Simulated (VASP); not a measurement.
A run of VASP 6.6.1 is set up as follows.

The input INCAR:

```
  PREC = Accurate
  ENCUT = 520
  EDIFF = 1E-7
  ISMEAR = -1
  SIGMA = 0.1
  LREAL = F
  LASPH = T
  NELM = 60
  ALGO = Normal
  ISIF = 2
  LWAVE = F
  LCHARG = F
  GGA = RP
  NBANDS = 20
```

Contents of KPOINTS:

```
Automatic mesh
0
Gamma
  13 13 13
```

The input POSCAR:

```
In
1.0
    0.0000000000      3.4351190494      3.4351190494
    3.4351190494      0.0000000000      3.4351190494
    3.4351190494      3.4351190494      0.0000000000
In
2
Direct
    0.1250000000      0.1250000000      0.1250000000
    0.8750000000      0.8750000000      0.8750000000
```

Potentials or basis: VASP PAW PBE potentials, release 64 (In_d).

Run with:

```bash
$ cat potpaw_PBE.64/In_d/POTCAR > POTCAR
$ mpirun -np 1 vasp_std > vasp.out
```

(1) Predict the band gap on the k mesh.

(2) Predict the pressure.

Results:

(1) zero (bands 13 and 14 overlap by 2.84 eV).

(2) 0.0 GPa.

Caveat: the PAW data sets were made with another functional, which shifts forces and pressure a little; spin-orbit coupling is left out, which moves the levels of the heavy elements.
